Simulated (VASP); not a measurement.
Input of a VASP 6.6.1 run:

The input INCAR:

```
SYSTEM = TePb
PREC = Accurate
ENCUT = 520
EDIFF = 1E-6
ISMEAR = -1
SIGMA = 0.08
LREAL = .False.
LASPH = .True.
NELM = 60
ALGO = Normal
ISIF = 2
LWAVE = .False.
LCHARG = .True.
GGA = PE
LELF = .True.
LVHAR = .True.
NBANDS = 17
```

Contents of KPOINTS:

```
regular mesh
0
Gamma
  11 11 11
  0 0 0
```

File POSCAR:

```
TePb
1.0
    0.0000000000      3.2064403774      3.2064403774
    3.2064403774      0.0000000000      3.2064403774
    3.2064403774      3.2064403774      0.0000000000
Pb Te
1 1
Direct
    0.0000000000      0.0000000000      0.0000000000
    0.5000000000      0.5000000000      0.5000000000
```

Potentials or basis: VASP PAW PBE potentials, release 64 (Pb_d, Te).

The run is started by

```sh
$ cat potpaw_PBE.64/Pb_d/POTCAR potpaw_PBE.64/Te/POTCAR > POTCAR
$ mpirun -np 1 vasp_std > vasp.out
```

Problem. Estimate the pressure.

Solution. 3.2 GPa.

Caveat: the cell stands under pressure.
